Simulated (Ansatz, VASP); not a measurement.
Given: the input of a run of VASP 6.6.1 on Al2O3.

Contents of POSCAR:

```
Al2O3
1.0
    3.0174825440      0.0000000000      0.0000000000
   -1.5087412720      2.6132165386      0.0000000000
    0.0000000000      0.0000000000      7.5746360022
Al O
2 3
Direct
    0.0000000000      0.0000000000      0.7220490000
    0.0000000000      0.0000000000      0.2779510000
    0.0000000000      0.0000000000      0.5000000000
    0.6666666667      0.3333333333      0.8005460000
    0.3333333333      0.6666666667      0.1994540000
```

The input INCAR.step1:

```
PREC = Accurate
ENCUT = 520
EDIFF = 1E-5
ISMEAR = -1
SIGMA = 0.05
LREAL = F
LASPH = T
NELM = 120
ALGO = Normal
ISIF = 2
LWAVE = T
LCHARG = F
NBANDS = 20
GGA = PE
GGA_COMPAT = F
```

INCAR.step2

```
PREC = Accurate
ENCUT = 520
EDIFF = 1E-6
ISMEAR = -1
SIGMA = 0.05
LREAL = F
LASPH = T
NELM = 120
ALGO = Normal
ISIF = 2
LWAVE = F
LCHARG = F
GGA = PE
LHFCALC = T
AEXX = 0.25
PRECFOCK = Normal
NBANDS = 20
ISTART = 1
GGA_COMPAT = F
```

The input KPOINTS:

```
Automatic mesh
0
Gamma
  6 6 2
```

Potentials or basis: VASP PAW PBE potentials, release 64 (Al, O).

Command:

```sh
$ cat potpaw_PBE.64/Al/POTCAR potpaw_PBE.64/O/POTCAR > POTCAR
$ cp INCAR.step1 INCAR
$ mpirun -np 1 vasp_std > vasp.out
$ cp INCAR.step2 INCAR
$ mpirun -np 1 vasp_std > vasp.out
```

Q: Translate it to Ansatz 0.2.0. Potentials there: Ansatz PAW.

A: As run (the cutoff follows the program's own potentials):

input.yaml

```yaml
crystal:
  lattice:
    - [3.017482544, 0.0, 0.0]
    - [-1.508741272, 2.6132165386, 0.0]
    - [0.0, 0.0, 7.5746360022]
  atoms:
    - { symbol: Al, position: [0.0, 0.0, 0.722049] }
    - { symbol: Al, position: [0.0, 0.0, 0.277951] }
    - { symbol: O, position: [0.0, 0.0, 0.5] }
    - { symbol: O, position: [0.6666666667, 0.3333333333, 0.800546] }
    - { symbol: O, position: [0.3333333333, 0.6666666667, 0.199454] }
hamiltonian:
  xc: pbe0
  pseudopotentials: { kind: paw }
kpoints:
  mp_grid: { grid: [6, 6, 2] }
scf:
  occupations: { method: fermi_dirac, width: 0.05 }
output:
  forces: true
  stress: true
  eigenvalues: true
```

Potentials or basis: Ansatz PAW.

Run with:

```bash
$ ansatz run input.yaml --threads 2 --pin off --max-ram 5632MiB --backend cpu --events-out ev --progress --plain --runs-dir out
```

Both were run:

|  | VASP | Ansatz | Ansatz less VASP |
| --- | --- | --- | --- |
| gap on the k mesh at the Fermi level (eV) | 4.67 | 4.68 | +0.007 |
| least direct gap on the mesh (eV) | 4.67 | 4.68 | +0.007 |
| pressure (GPa) | -5.5 | -5.7 | -0.17 |
| traceless stress, the component that is largest in VASP (GPa) | -0.59 | -0.88 | -0.283 |
| rms of the force components (eV/Å) | 0.179 | 0.193 | +0.0138 |

Atom by atom the forces differ by 0.025 eV/Å (rms over components). With one functional, cell and mesh, what is left measures potentials, basis and numerics.
